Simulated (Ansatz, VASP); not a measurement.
**Two plane-wave programs on SnSe**

INCAR

```
SYSTEM = SnSe
ALGO     = Normal         ! electronic algorithm
EDIFF    = 1E-6           ! SCF threshold, eV
ENCUT    = 520            ! plane-wave cutoff, eV
GGA      = PE             ! functional
ISIF     = 2              ! what is computed and relaxed
ISMEAR   = -1             ! smearing method
LASPH    = .True.         ! aspherical terms in the spheres
LCHARG   = .True.         ! write CHGCAR
LELF     = .True.         ! ELF
LREAL    = .False.        ! projectors in reciprocal space
LVHAR    = .True.       
LWAVE    = .False.        ! write WAVECAR
NBANDS   = 17             ! bands
NELM     = 80             ! most SCF steps
PREC     = Accurate       ! precision mode
SIGMA    = 0.02           ! smearing width, eV
```

The input KPOINTS:

```
k-points
0
Gamma
  6 6 6
  0 0 0
```

File POSCAR:

```
SnSe
1.0
    0.0000000000      2.9975560141      2.9975560141
    2.9975560141      0.0000000000      2.9975560141
    2.9975560141      2.9975560141      0.0000000000
Sn Se
1 1
Direct
    0.0000000000      0.0000000000      0.0000000000
    0.5000000000      0.5000000000      0.5000000000
```

Input for Ansatz:

```yaml
crystal:
  lattice:
    - [0.0, 2.9975560141, 2.9975560141]
    - [2.9975560141, 0.0, 2.9975560141]
    - [2.9975560141, 2.9975560141, 0.0]
  atoms:
    - { symbol: Sn, position: [0.0, 0.0, 0.0] }
    - { symbol: Se, position: [0.5, 0.5, 0.5] }
kpoints:
  mp_grid: { grid: [6, 6, 6] }
hamiltonian:
  xc: pbe
scf:
  occupations: { method: fermi_dirac, width: 0.02 }
  n_extra_bands: 4
output:
  forces: true
  stress: true
  eigenvalues: true
```

Alike in both runs: task single point; functional PBE; k mesh 6 × 6 × 6; occupations fermi-dirac, width 0.02 eV; no spin polarisation.

|  | VASP | Ansatz |
| --- | --- | --- |
| version | VASP 6.6.1 | Ansatz 0.2.0 |
| potentials or method | VASP PAW PBE potentials, release 64 (Sn_d, Se) | plane waves, PAW |
| plane-wave cutoff (eV) | 520 | 420 |
| valence electrons in the cell | 20 | 30 |

|  | VASP | Ansatz | Ansatz less VASP |
| --- | --- | --- | --- |
| pressure (GPa) | 1.2 | 1.3 | +0.02 |

With one functional, cell and mesh, what is left measures potentials, basis and numerics. VASP's potentials hold 20 valence electrons a cell and Ansatz's 30, so a difference there can come from the potentials and not from the codes.
